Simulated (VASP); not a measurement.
# AlB2Ru3 (P4/mmm) in VASP: single point with PBE

Aim: the single point of AlB2Ru3 with PBE.

Everything below comes from runs of VASP 6.6.1. Logs are shortened: lines on timing, memory, paths and dates and some standing lists are left out, and cuts for length are marked.

## Step 1: The cell of the first run

Symmetry: P4/mmm, No. 123, tetragonal system. Conventional cell: a = 3.936 Å, b = 3.936 Å, c = 5.375 Å, α = 90.00°, β = 90.00°, γ = 90.00°. Al (site symmetry 4/mmm) has 4 B at 1.97 Å within 2.6 Å. B (site symmetry mmm) has 2 Al at 1.97 Å and 2 Ru at 1.97 Å within 2.6 Å. Within 2.6 Å of Ru (site symmetry 4/mmm) lie 4 B at 1.97 Å. Ru (site symmetry 4/mmm) has 6 Ru at 2.69 to 2.78 Å and 8 B at 3.33 Å within 3.5 Å. Within 3.5 Å of Ru (site symmetry 4/mmm) lie 2 Al at 2.69 Å and 4 Ru at 2.78 Å and 8 B at 3.33 Å.

## Step 2: Single point, PBE

The input, INCAR:

```
PREC = Accurate
ENCUT = 520
EDIFF = 1E-7
ISMEAR = 0
SIGMA = 0.1
LREAL = False
LASPH = True
NELM = 100
ALGO = Fast
ISIF = 2
LWAVE = False
LCHARG = False
GGA = PE
NBANDS = 34
```

The input, KPOINTS:

```
Automatic mesh
0
Gamma
  4 4 4
```

The input, POSCAR:

```
AlB2Ru3
1.0
    3.9364173000      0.0000000000      0.0000000000
    0.0000000000      3.9364173000      0.0000000000
    0.0000000000      0.0000000000      5.3747800900
Al B Ru
1 2 3
Direct
    0.5000000000      0.5000000000      0.0000000000
    0.0000000000      0.5000000000      0.0000000000
    0.5000000000      0.0000000000      0.0000000000
    0.0000000000      0.0000000000      0.0000000000
    0.0000000000      0.0000000000      0.5000000000
    0.5000000000      0.5000000000      0.5000000000
```

Potentials or basis: VASP PAW PBE potentials, release 64 (Al, B, Ru_pv).

Run with:

```sh
> cat potpaw_PBE.64/Al/POTCAR potpaw_PBE.64/B/POTCAR potpaw_PBE.64/Ru_pv/POTCAR > POTCAR
> mpirun -np 1 vasp_std > vasp.out
```

OUTCAR:

```text
PREC = Accurate
   ENCUT = 520
   EDIFF = 1E-7
   ISMEAR = 0
   LREAL = False
   LASPH = True
   NELM = 100
   ISIF = 2
   GGA = PE

 ion  position               nearest neighbor table
   1  0.500  0.500  0.000-   2 1.97   3 1.97   3 1.97   2 1.97   6 2.69   6 2.69   4 2.78   4 2.78
                             4 2.78   4 2.78
   2  0.000  0.500  0.000-   1 1.97   4 1.97   4 1.97   1 1.97
   3  0.500  0.000  0.000-   1 1.97   4 1.97   1 1.97   4 1.97
   4  0.000  0.000  0.000-   2 1.97   3 1.97   2 1.97   3 1.97   5 2.69   5 2.69   1 2.78   1 2.78
                             1 2.78   1 2.78
   5  0.000  0.000  0.500-   4 2.69   4 2.69   6 2.78   6 2.78   6 2.78   6 2.78
   6  0.500  0.500  0.500-   1 2.69   1 2.69   5 2.78   5 2.78   5 2.78   5 2.78

  LATTYP: Found a simple tetragonal cell.
 ALAT       =     3.9364173000
 C/A-ratio  =     1.3653989606

  Lattice vectors:

 A1 = (   3.9364173000,   0.0000000000,   0.0000000000)
 A2 = (   0.0000000000,   3.9364173000,   0.0000000000)
 A3 = (   0.0000000000,   0.0000000000,   5.3747800900)

Analysis of symmetry for initial positions (statically):
=====================================================================
 Subroutine PRICEL returns:
 Original cell was already a primitive cell.

 Routine SETGRP: Setting up the symmetry group for a
 simple tetragonal supercell.

 Subroutine GETGRP returns: Found 16 space group operations
 (whereof 16 operations were pure point group operations)
 out of a pool of 16 trial point group operations.

The static configuration has the point symmetry D_4h.

Analysis of symmetry for dynamics (positions and initial velocities):
=====================================================================
 Subroutine PRICEL returns:
 Original cell was already a primitive cell.

 Routine SETGRP: Setting up the symmetry group for a
 simple tetragonal supercell.

 Subroutine GETGRP returns: Found 16 space group operations
 (whereof 16 operations were pure point group operations)
 out of a pool of 16 trial point group operations.

The dynamic configuration has the point symmetry D_4h.

 Subroutine INISYM returns: Found 16 space group operations
 (whereof 16 operations are pure point group operations),
 and found     1 'primitive' translations

----------------------------------------------------------------------------------------

                                     Primitive cell

  volume of cell :      83.2843

  direct lattice vectors                    reciprocal lattice vectors
     3.936417300  0.000000000  0.000000000     0.254038107  0.000000000  0.000000000
[... 93 lines left out ...]
   ISIF   =      2    stress and relaxation
   ISYM   =      2    0-nonsym 1-usesym 2-fastsym
   POTIM  = 0.5000    time-step for ionic-motion
   TEBEG  =    0.0;   TEEND  =   0.0 temperature during run
   PSTRESS=    0.0 pullay stress
   NELECT =      51.0000    total number of electrons
   NUPDOWN=      -1.0000    fix difference up-down
   EMIN   =  10.00;   EMAX   =-10.00  energy-range for DOS
   EFERMI =   0.00;   METHOD = LEGACY
   ISMEAR =     0;   SIGMA  =   0.10  broadening in eV -4-tet -1-fermi 0-gaus
   EFERMI_NEDOS =   21; number of points for ismear=-14 and -15
   IALGO  =     68    algorithm
   IMIX   =      4    mixing-type and parameters
     AMIX     =   0.40;   BMIX     =  1.00
     AMIX_MAG =   1.60;   BMIX_MAG =  1.00
  volume/ion in A,a.u.               =      13.88        93.67
  Fermi-wavevector in a.u.,A,eV,Ry     =   1.390200  2.627097 26.295376  1.932656
  Thomas-Fermi vector in A             =   2.514158
   LORBIT       =      0    0 simple, 1 ext, 2 COOP (PROOUT), +10 PAW based schemes
   GGA     = PE    functional components
   LHFCALC =     F    Hartree Fock is set to
   AEXX    =    0.0000 exact exchange contribution
   IVDW    =     0    specifies the selected vdW correction
   LEPSILON=     F    determine dielectric tensor
   LRPA    =     F    only Hartree local field effects (RPA)
 non-spin polarized calculation
 RMM-DIIS sequential band-by-band and
 Gauss-broadening in eV      SIGMA  =   0.10
  energy-cutoff  :      520.00
  volume of cell :       83.28
 maximum number of plane-waves:      2284
 NGX is ok and might be reduce to    30
   NGX = 15   NGY = 15   NGZ = 19

 number of electron      50.9999986 magnetization

 Free energy of the ion-electron system (eV)
  ---------------------------------------------------
  ext. energy  EPLUGINS =         0.00000000
  ---------------------------------------------------
  free energy    TOTEN  =       -36.62418909 eV

  energy without entropy =      -36.59197460  energy(sigma->0) =      -36.60808184

 E-fermi :   8.0753     XC(G=0): -11.8227

 val. band max:        8.0542262274   @ k =   0.2500   0.0000   0.2500
 cond. band min:       8.1334114150   @ k =   0.2500   0.2500   0.5000
 fundamental gap:      0.0791851876
 Fermi energy:         8.0752906253

 k-point     1 :       0.0000    0.0000    0.0000
  band No.  band energies     occupation
      1     -35.1909      2.00000
      2     -35.1909      2.00000
      3     -34.6991      2.00000
      4     -34.3532      2.00000
      5     -34.3532      2.00000
      6     -34.0477      2.00000
[... 655 lines left out ...]
     33      13.5849      0.00000
     34      13.5873      0.00000

------------------------ aborting loop because EDIFF is reached ----------------------------------------

  FORCE on cell =-STRESS in cart. coord.  units (eV):
  Direction    XX          YY          ZZ          XY          YZ          ZX
  --------------------------------------------------------------------------------------
  -------------------------------------------------------------------------------------
  Total        7.6600643      7.6600643     -1.7374437      0.0000000      0.0000000     -0.0000000
  in kB      147.3601433    147.3601433    -33.4239947      0.0000000      0.0000000     -0.0000000
  external PRESSURE =      87.0987639 kB  Pullay stress =       0.0000000 kB

 VOLUME and BASIS-vectors are now :
 -----------------------------------------------------------------------------
  energy-cutoff  :      520.00
  volume of cell :       83.28
      direct lattice vectors                 reciprocal lattice vectors
     3.936417300  0.000000000  0.000000000     0.254038107  0.000000000  0.000000000
     0.000000000  3.936417300  0.000000000     0.000000000  0.254038107  0.000000000
     0.000000000  0.000000000  5.374780090     0.000000000  0.000000000  0.186054124

 POSITION                                       TOTAL-FORCE (eV/Angst)
 -----------------------------------------------------------------------------------
      1.96821      1.96821      0.00000         0.000000      0.000000      0.000000
      0.00000      1.96821      0.00000         0.000000      0.000000      0.000000
      1.96821      0.00000      0.00000         0.000000      0.000000      0.000000
      0.00000      0.00000      0.00000         0.000000      0.000000      0.000000
      0.00000      0.00000      2.68739         0.000000      0.000000      0.000000
      1.96821      1.96821      2.68739         0.000000      0.000000      0.000000
 -----------------------------------------------------------------------------------
    total drift:                                0.000000      0.000000      0.000000

  FREE ENERGIE OF THE ION-ELECTRON SYSTEM (eV)
  ---------------------------------------------------
  free  energy   TOTEN  =       -36.6241890938 eV

  energy  without entropy=      -36.5919745957  energy(sigma->0) =      -36.60808184
```

OSZICAR:

```text
N       E                     dE             d eps       ncg     rms          rms(c)
DAV:   1     0.488392549241E+03    0.48839E+03   -0.28570E+04  1272   0.147E+03
DAV:   2    -0.257711259859E+02   -0.51416E+03   -0.49850E+03  1370   0.438E+02
DAV:   3    -0.441968015364E+02   -0.18426E+02   -0.17508E+02  1472   0.798E+01
[... 12 lines left out ...]
RMM:  16    -0.366241877292E+02    0.40085E-05   -0.66406E-05  1380   0.414E-02    0.117E-02
RMM:  17    -0.366241891177E+02   -0.13885E-05   -0.26872E-05  1553   0.216E-02    0.119E-02
RMM:  18    -0.366241891653E+02   -0.47665E-07   -0.44787E-06  1560   0.891E-03    0.669E-03
RMM:  19    -0.366241890646E+02    0.10070E-06   -0.51694E-07  1082   0.343E-03    0.119E-03
RMM:  20    -0.366241890938E+02   -0.29157E-07   -0.86775E-08   779   0.147E-03
   1 F= -.36624189E+02 E0= -.36608082E+02  d E =-.322145E-01
```

It took 57 s on 1 thread of Intel Xeon Platinum 8559C (Emerald Rapids), shared host; peak memory 0.2 GiB.

Results:

* Free energy: -36.6242 eV
* Pressure: 8.7 GPa

Stress tensor (GPa, compression positive):
```
14.74  0.00  0.00
 0.00 14.74  0.00
 0.00  0.00 -3.34
```

Levels at points of the mesh, in eV from the Fermi level:
| k point | band 23 | band 24 | band 25 | band 26 | band 27 | band 28 |
| --- | --- | --- | --- | --- | --- | --- |
| (0.00, 0.00, 0.00) | -0.73 | -0.73 | 0.43 | 0.43 | 1.05 | 1.56 |
| (0.50, 0.00, 0.00) | -0.99 | -0.57 | -0.18 | -0.13 | 0.15 | 0.20 |
| (0.50, 0.50, 0.00) | -0.47 | -0.46 | 0.43 | 0.43 | 0.89 | 1.63 |
| (0.00, 0.00, 0.50) | -1.21 | -0.81 | 0.11 | 0.11 | 1.05 | 2.18 |
| (0.50, 0.00, 0.50) | -1.06 | -1.05 | -0.94 | -0.76 | -0.36 | -0.29 |
| (0.50, 0.50, 0.50) | -1.29 | -0.48 | -0.45 | 0.38 | 0.40 | 0.40 |

Caveat: the k points lie up to 0.40 Å⁻¹ apart.
